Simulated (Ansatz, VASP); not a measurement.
# One calculation of Ti2SnTe3, two programs

```xyz
6
Lattice="-2.1405 2.1405 9.9799 2.1405 -2.1405 9.9799 2.1405 2.1405 -9.9799" Properties=species:S:1:pos:R:3 pbc="T T T"
Ti    0.0000    2.1405    4.9900
Ti    2.1405    0.0000    4.9900
Sn    0.0000    0.0000    9.9799
Te    0.0000    0.0000   13.2380
Te    0.0000    0.0000    6.7219
Te    0.0000    0.0000    0.0000
```

Alike in both runs: functional PBE; k mesh 6 × 6 × 6; occupations gaussian, width 0.1 eV; no spin polarisation.

Ansatz relaxed the structure, and its values are those at the end. VASP's run is a single point on that final structure, the one shown.

|  | VASP | Ansatz |
| --- | --- | --- |
| version | VASP 6.6.1 | Ansatz 0.2.0 |
| potentials or method | VASP PAW PBE potentials, release 64 (Ti_sv, Sn_d, Te), cutoff 520 eV | scalar-relativistic, plane waves, PAW |
| valence electrons in the cell | 56 | 86 |

|  | VASP | Ansatz | Ansatz less VASP |
| --- | --- | --- | --- |
| gap on the k mesh at the Fermi level (eV) | none | none | - |
| pressure (GPa) | 0.0 | 0.0 | 0.00 |

A gap of «none» marks a metal or a gap that the smearing closes. VASP's potentials hold 56 valence electrons a cell and Ansatz's 86, so a difference there can come from the potentials and not from the codes.

Neither program's run includes spin-orbit coupling.
